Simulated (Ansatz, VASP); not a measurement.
Two plane-wave programs on Pt

The input INCAR:

```
SYSTEM = Pt
PREC = Accurate ; ENCUT = 520
EDIFF = 1E-6 ; ISMEAR = 0
SIGMA = 0.15 ; LREAL = .FALSE.
LASPH = .TRUE. ; NELM = 80
ALGO = Normal ; ISIF = 2
LWAVE = .FALSE. ; LCHARG = .FALSE.
GGA = CA ; NBANDS = 11
```

KPOINTS

```
Automatic mesh
0
G
  22 22 22
  0 0 0
```

File POSCAR:

```
Pt
1.0
    0.0000000000      1.9271718894      1.9271718894
    1.9271718894      0.0000000000      1.9271718894
    1.9271718894      1.9271718894      0.0000000000
Pt
1
Direct
    0.0000000000      0.0000000000      0.0000000000
```

Input for Ansatz:

```yaml
crystal:
  lattice:
    - [0.0, 1.9271718894, 1.9271718894]
    - [1.9271718894, 0.0, 1.9271718894]
    - [1.9271718894, 1.9271718894, 0.0]
  atoms:
    - { symbol: Pt, position: [0.0, 0.0, 0.0] }
basis:
  ecutwfc: 420
kpoints:
  mp_grid: { grid: [22, 22, 22] }
hamiltonian:
  xc: lda
scf:
  occupations: { method: gaussian, width: 0.15 }
output:
  forces: true
  stress: true
  eigenvalues: true
```

Alike in both runs: task single point; functional LDA; k mesh 22 × 22 × 22; occupations gaussian, width 0.15 eV; no spin polarisation.

```csv
,VASP,Ansatz
version,VASP 6.6.1,Ansatz 0.2.0
potentials or method,"VASP PAW LDA potentials, release 64 (Pt), cutoff 520 eV","scalar-relativistic, plane waves, PAW"
valence electrons in the cell,10,18
```

|  | VASP | Ansatz | Ansatz less VASP |
| --- | --- | --- | --- |
| gap on the k mesh at the Fermi level (eV) | none | none | - |
| pressure (GPa) | 11.1 | 10.3 | -0.88 |

LDA's correlation is that of Perdew and Zunger in VASP and of Perdew and Wang (1992) in Ansatz. A gap of «none» marks a metal or a gap that the smearing closes. VASP's potentials hold 10 valence electrons a cell and Ansatz's 18, so a difference there can come from the potentials and not from the codes.

Neither program's run includes spin-orbit coupling.
